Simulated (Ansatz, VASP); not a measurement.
# One calculation of HfH3, two programs

```
Hf H
1.0
     2.99362    0.00000    0.00000
     0.00000    2.99362    0.00000
     0.00000    0.00000    2.99362
Hf H
1 3
Cartesian
  0.0000 0.0000 0.0000
  0.0000 1.4968 1.4968
  1.4968 0.0000 1.4968
  1.4968 1.4968 0.0000
```

Alike in both runs: task single point; functional PBEsol; k mesh 14 × 14 × 14; occupations gaussian, width 0.1 eV; no spin polarisation.

|  | VASP | Ansatz |
| --- | --- | --- |
| version | VASP 6.6.1 | Ansatz 0.2.0 |
| potentials or method | VASP PAW PBE potentials, release 64 (Hf_pv, H), cutoff 520 eV | scalar-relativistic, plane waves, PAW |
| valence electrons in the cell | 13 | 29 |

|  | VASP | Ansatz | Ansatz less VASP |
| --- | --- | --- | --- |
| gap on the k mesh at the Fermi level (eV) | none | none | - |
| pressure (GPa) | 9.7 | 10.5 | +0.84 |

VASP's potentials were made for PBE, not for PBEsol. A gap of «none» marks a metal or a gap that the smearing closes. With one functional, cell and mesh, what is left measures potentials, basis and numerics. VASP's potentials hold 13 valence electrons a cell and Ansatz's 29, so a difference there can come from the potentials and not from the codes.

Neither program's run includes spin-orbit coupling.
